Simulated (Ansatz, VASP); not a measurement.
One calculation of MgO, two programs

```
Mg O
1.0
     3.75559    0.00000    0.00000
    -1.87779    3.25243    0.00000
     0.00000    0.00000    3.60053
Mg O
2 2
Direct
  0.66667 0.33333 0.75000
  0.33333 0.66667 0.25000
  0.66667 0.33333 0.25000
  0.33333 0.66667 0.75000
```

Alike in both runs: task single point; functional LDA; k mesh 12 × 12 × 6; occupations gaussian, width 0.05 eV; no spin polarisation.

|  | VASP | Ansatz |
| --- | --- | --- |
| version | VASP 6.6.1 | Ansatz 0.2.0 |
| potentials or method | VASP PAW LDA potentials, release 64 (Mg_sv, O), cutoff 750 eV | scalar-relativistic, plane waves, PAW |
| valence electrons in the cell | 32 | 32 |

|  | VASP | Ansatz | Ansatz less VASP |
| --- | --- | --- | --- |
| gap on the k mesh at the Fermi level (eV) | 3.22 | 3.22 | -0.002 |
| least direct gap on the mesh (eV) | 3.47 | 3.47 | +0.006 |
| pressure (GPa) | 14.2 | 13.9 | -0.30 |
| traceless stress, the component that is largest in VASP (GPa) | 45.81 | 44.48 | -1.326 |

LDA's correlation is that of Perdew and Zunger in VASP and of Perdew and Wang (1992) in Ansatz.
